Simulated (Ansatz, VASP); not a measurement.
**Two plane-wave programs on Na3Nb2O**

```
CELL_PARAMETERS angstrom
3.44770 0.00000 0.00000
0.00000 3.44770 0.00000
0.00000 0.00000 7.50363
ATOMIC_POSITIONS crystal
Na 0.50000 0.00000 0.99831
Na 0.00000 0.50000 0.99831
Na 0.00000 0.00000 0.37926
Nb 0.50000 0.50000 0.26656
Nb 0.00000 0.00000 0.73394
O 0.50000 0.50000 0.62362
```

Change from the starting cell: species swapped into the Zr2P3S type (P4mm, No. 99).

Alike in both runs: task single point; functional PBE; k mesh 6 × 6 × 2; occupations gaussian, width 0.1 eV; no spin polarisation.

```csv
,VASP,Ansatz
version,VASP 6.6.1,Ansatz 0.2.0
potentials or method,"VASP PAW PBE potentials, release 64 (Na_pv, Nb_sv, O), cutoff 520 eV","scalar-relativistic, plane waves, PAW"
valence electrons in the cell,53,59
```

Ansatz gave:

- gap on the k mesh at the Fermi level (eV): none
- pressure (GPa): 22.3
- traceless stress, the component that is largest in VASP (GPa): 15.85
- rms of the force components (eV/Å): 1.546

Task: Estimate VASP's values.

Result: gap on the k mesh at the Fermi level (eV): none; pressure (GPa): 22.5; traceless stress, the component that is largest in VASP (GPa): 15.88; rms of the force components (eV/Å): 1.553.

Atom by atom the forces differ by 0.007 eV/Å (rms over components). A gap of «none» marks a metal or a gap that the smearing closes. VASP's potentials hold 53 valence electrons a cell and Ansatz's 59, so a difference there can come from the potentials and not from the codes.

The k mesh is coarse, so the values compare programs but aren't converged.
